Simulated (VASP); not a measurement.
Crystal: Ir.

```
Ir
1.0
     2.46532    0.00000    0.00000
     0.00000    2.46532    0.00000
     0.00000    0.00000    2.46532
Ir
1
Direct
  0.00000 0.00000 0.00000
```

- Program: VASP 6.6.1
- Task: relaxation of cell and atoms
- Functional: PBE
- Potentials or basis: VASP PAW PBE potentials, release 64 (Ir)
- Cutoff: 600 eV
- k mesh: 8 × 8 × 8
- Occupations: gaussian, width 0.1 eV
- Spin: no spin polarisation

At the start: pressure 41.4 GPa; volume 14.98 Å³/atom.

Problem. Where does the relaxation end?

Solution. Over 5 steps the energy falls by 224.5 meV/atom and the volume is 16.95 Å³/atom (+13.1 %); space group Pm-3m (No. 221, to 0.05 Å).

The path:
| step | energy change (eV) | largest force (eV/Å) | pressure (GPa) | volume (Å³) |
| --- | --- | --- | --- | --- |
| 1 | 0.0000 | 0.0000 | 41.39 | 14.98 |
| 2 | 1.1123 | 0.0000 | -34.79 | 25.04 |
| 3 | -0.2184 | 0.0000 | -5.21 | 17.32 |
| 4 | -0.2243 | 0.0000 | -0.89 | 17.01 |
| 5 | -0.2245 | 0.0000 | -0.03 | 16.95 |

Final structure:
```yaml
crystal:
  lattice:
    - [2.56875, 0.00000, 0.00000]
    - [0.00000, 2.56875, 0.00000]
    - [0.00000, 0.00000, 2.56875]
  atoms:
    - { symbol: Ir, position: [0.00000, 0.00000, 0.00000] }
```
